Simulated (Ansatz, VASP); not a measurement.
**One calculation of PbSe, two programs**

```
Pb Se
1.0
     4.26722    0.00000    0.00000
    -2.13361    3.69552    0.00000
     0.00000    0.00000    7.92769
Pb Se
2 2
Direct
  0.66667 0.33333 0.22786
  0.33333 0.66667 0.72786
  0.00000 0.00000 0.52199
  0.00000 0.00000 0.02199
```

Alike in both runs: task single point; functional PBE; k mesh 6 × 6 × 2; occupations gaussian, width 0.1 eV; no spin polarisation.

|  | VASP | Ansatz |
| --- | --- | --- |
| version | VASP 6.6.1 | Ansatz 0.2.0 |
| potentials or method | VASP PAW PBE potentials, release 64 (Pb_d, Se), cutoff 520 eV | scalar-relativistic, plane waves, PAW |
| valence electrons in the cell | 40 | 60 |

```tsv
	VASP	Ansatz	Ansatz less VASP
gap on the k mesh at the Fermi level (eV)	0.72	0.71	-0.008
least direct gap on the mesh (eV)	0.73	0.72	-0.003
pressure (GPa)	0.0	0.0	0.00
traceless stress, the component that is largest in VASP (GPa)	0.21	0.21	+0.004
rms of the force components (eV/Å)	0.025	0.029	+0.0040
```

Atom by atom the forces differ by 0.004 eV/Å (rms over components). VASP's potentials hold 40 valence electrons a cell and Ansatz's 60, so a difference there can come from the potentials and not from the codes.

Neither program's run includes spin-orbit coupling.
